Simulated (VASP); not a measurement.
Set up this calculation in VASP 6.6.1, as the native input.

| Property | Result |
| --- | --- |
| Task | single point |
| Functional | PBE |
| Potentials or basis | VASP PAW PBE potentials, release 64 (H, C, F) |
| Cutoff | 520 eV |
| k mesh | 3 × 3 × 1 |
| Occupations | gaussian, width 0.05 eV |
| Spin | no spin polarisation |
| Dipole correction | no |
| Further INCAR settings | LREAL = Auto; ALGO = Normal; EDIFF = 1e-06; NBANDS = 57 |

The structure of H7C16F lies in POSCAR:

```
H7C16F
1.0
    5.0487420000      0.0000000000      0.0000000000
    2.5243710000      4.3723390000      0.0000000000
    0.0000000000      0.0000000000     16.7764260000
H C F
7 16 1
Direct
    0.1666667848      0.1666666285      0.0596074516
    0.6666667848      0.1666666285      0.0596074516
    0.1666666285      0.6666667429      0.0596074516
    0.6666666285      0.6666667429      0.0596074516
    0.0032534353      0.4884033466      0.3454675626
    0.5100388366      0.4846504354      0.3454711987
    0.9641808290      0.0088460661      0.3633643423
    0.1666667848      0.1666666285      0.1251756483
    0.6666667848      0.1666666285      0.1251756483
    0.1666666285      0.6666667429      0.1251756483
    0.6666666285      0.6666667429      0.1251756483
   -0.1666666285      0.3333332571      0.1558904739
    0.3333333715      0.3333332571      0.1558904739
   -0.1666667848      0.8333333715      0.1558904739
    0.3333334133      0.8333333715      0.1558904739
   -0.1630573964      0.3258759213      0.2490092944
    0.3363048727      0.3274659170      0.2497194575
   -0.1624746619      0.8281931021      0.2525987359
    0.3341375015      0.8282989951      0.2529246098
    0.0022379696     -0.0046375636      0.2767024395
    0.5047056086     -0.0090091368      0.2649212055
    0.0026083750      0.4907162962      0.2798749865
    0.5064084800      0.4908914885      0.2799151023
    0.8853373162      0.0490515488      0.4240257728
```

One way to write it, as run:

INCAR

```
SYSTEM = H7C16F
PREC = Accurate
ENCUT = 520
EDIFF = 1E-6
ISMEAR = 0
SIGMA = 0.05
LREAL = Auto
LASPH = .True.
NELM = 100
ALGO = Normal
ISIF = 2
LWAVE = .False.
LCHARG = .False.
GGA = PE
NBANDS = 57
```

KPOINTS

```
regular mesh
0
Gamma
  3 3 1
  0 0 0
```

Potentials or basis: VASP PAW PBE potentials, release 64 (H, C, F).

Run with:

```bash
$ cat potpaw_PBE.64/H/POTCAR potpaw_PBE.64/C/POTCAR potpaw_PBE.64/F/POTCAR > POTCAR
$ mpirun -np 1 vasp_std > vasp.out
```

Results of the run:

The largest force is 1.545 eV/Å. The band gap on the k mesh is 0.28 eV, indirect (least direct gap 0.56 eV).

Caveat: the k points lie up to 0.48 Å⁻¹ apart.

Wall time 3.5 min on 1 thread of Intel(R) Xeon(R) Platinum 8488C (Sapphire Rapids), on a shared host, peak memory 0.47 GiB.
